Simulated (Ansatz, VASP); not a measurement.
**InPd: VASP and Ansatz over several settings**

```
In Pd
1.0
     3.27188    0.00000    0.00000
     0.00000    3.27188    0.00000
     0.00000    0.00000    3.27188
In Pd
1 1
Cartesian
  0.0000 0.0000 0.0000
  1.6359 1.6359 1.6359
```

Single points on this cell with VASP 6.6.1 and Ansatz 0.2.0. Each row is one pair of runs. Alike in all rows: spin: off; k mesh: 8 × 8 × 8; Ansatz's potentials, cutoff: Ansatz PAW, 420 eV.

```tsv
level	smearing	VASP's potentials, cutoff	gap on the k mesh at the Fermi level (eV), VASP	gap on the k mesh at the Fermi level (eV), Ansatz	pressure (GPa), VASP	pressure (GPa), Ansatz
PBE	gaussian, width 0.016 eV	VASP PAW PBE potentials, release 64 (In_d, Pd), 520 eV	none	none	3.8	3.7
PBE	gaussian, width 0.018 eV	VASP PAW PBE potentials, release 64 (In_d, Pd), 520 eV	none	none	3.8	3.7
PBE	gaussian, width 0.021 eV	VASP PAW PBE potentials, release 64 (In_d, Pd), 520 eV	none	none	3.7	3.7
PBE	gaussian, width 0.022 eV	VASP PAW PBE potentials, release 64 (In_d, Pd), 520 eV	none	none	3.7	3.7
PBE	gaussian, width 0.023 eV	VASP PAW PBE potentials, release 64 (In_d, Pd), 520 eV	none	none	3.7	3.7
PBE	gaussian, width 0.015 eV	VASP PAW PBE potentials, release 64 (In_d, Pd), 500 eV	none	none	3.8	3.7
PBE	gaussian, width 0.019 eV	VASP PAW PBE potentials, release 64 (In_d, Pd), 500 eV	none	none	3.7	3.7
PBE	gaussian, width 0.02 eV	VASP PAW PBE potentials, release 64 (In_d, Pd), 500 eV	none	none	3.7	3.7
```

Pressure (GPa): the two programs differ by at most 0.06.

VASP's potentials hold 23 valence electrons a cell and Ansatz's 31, so a difference there can come from the potentials and not from the codes.

A gap of «none» marks a metal or a gap that the smearing closes.
